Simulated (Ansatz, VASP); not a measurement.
## Hg in VASP and in Ansatz

INCAR

```
SYSTEM = Hg
PREC     = Accurate       ! precision mode
ENCUT    = 500            ! plane-wave cutoff, eV
EDIFF    = 1E-7           ! SCF threshold, eV
ISMEAR   = 0              ! smearing method
SIGMA    = 0.1            ! smearing width, eV
LREAL    = .FALSE.        ! projectors in reciprocal space
LASPH    = .TRUE.         ! aspherical terms in the spheres
NELM     = 120            ! most SCF steps
ALGO     = Normal         ! electronic algorithm
ISIF     = 3              ! what is computed and relaxed
LWAVE    = .FALSE.        ! write WAVECAR
LCHARG   = .FALSE.        ! write CHGCAR
GGA      = PE             ! functional
IBRION   = 2              ! ionic algorithm
NSW      = 90             ! ionic steps
EDIFFG   = -0.04          ! ionic threshold
GGA_COMPAT= .FALSE.      
NELMIN   = 4
```

KPOINTS

```
Automatic mesh
0
G
  4 4 4
  0 0 0
```

File POSCAR:

```
Hg
1.0
    5.2550612500      0.0000000000      0.0000000000
    0.0000000000      5.2550612500      0.0000000000
    0.0000000000      0.0000000000      5.2550612500
Hg
3
Direct
    0.5000000000      0.0000000000      0.0000000000
    0.0000000000      0.5000000000      0.0000000000
    0.0000000000      0.0000000000      0.5000000000
```

Input for Ansatz:

```yaml
crystal:
  lattice:
    - [5.25506125, 0.0, 0.0]
    - [0.0, 5.25506125, 0.0]
    - [0.0, 0.0, 5.25506125]
  atoms:
    - { symbol: Hg, position: [0.5, 0.0, 0.0] }
    - { symbol: Hg, position: [0.0, 0.5, 0.0] }
    - { symbol: Hg, position: [0.0, 0.0, 0.5] }
basis:
  ecutwfc: 420
kpoints:
  mp_grid: { grid: [4, 4, 4] }
hamiltonian:
  xc: pbe
scf:
  occupations: { method: gaussian, width: 0.1 }
  lower_state_search: "off"
output:
  forces: true
  stress: true
  eigenvalues: true
relax:
  adjacent_minimum: "off"
  f_tol: 0.04
  max_steps: 70
  cell: { stress_tol: 0.4 }
```

Alike in both runs: task relaxation of cell and atoms; functional PBE; k mesh 4 × 4 × 4; occupations gaussian, width 0.1 eV; no spin polarisation.

```csv
,VASP,Ansatz
version,VASP 6.6.1,Ansatz 0.2.0
potentials or method,"VASP PAW PBE potentials, release 64 (Hg_sv_GW), cutoff 500 eV","scalar-relativistic, plane waves, PAW"
valence electrons in the cell,60,60
```

|  | VASP | Ansatz | Ansatz less VASP |
| --- | --- | --- | --- |
| gap on the k mesh at the Fermi level, each at its own relaxed structure (eV) | none | none | - |
| relaxed volume (Å³/atom) | 30.16 | 37.99 | +7.827 |
| relaxed cell length with the largest relative difference (Å) | 4.489 | 4.848 | +0.3589 |

A gap of «none» marks a metal or a gap that the smearing closes. One of these differences is far larger than is usual between the two programs; its cause wasn't traced.

Spin-orbit coupling is off throughout. Noted on VASP's run: the volume moved by over 15 % at a fixed basis, so the end points are rough.
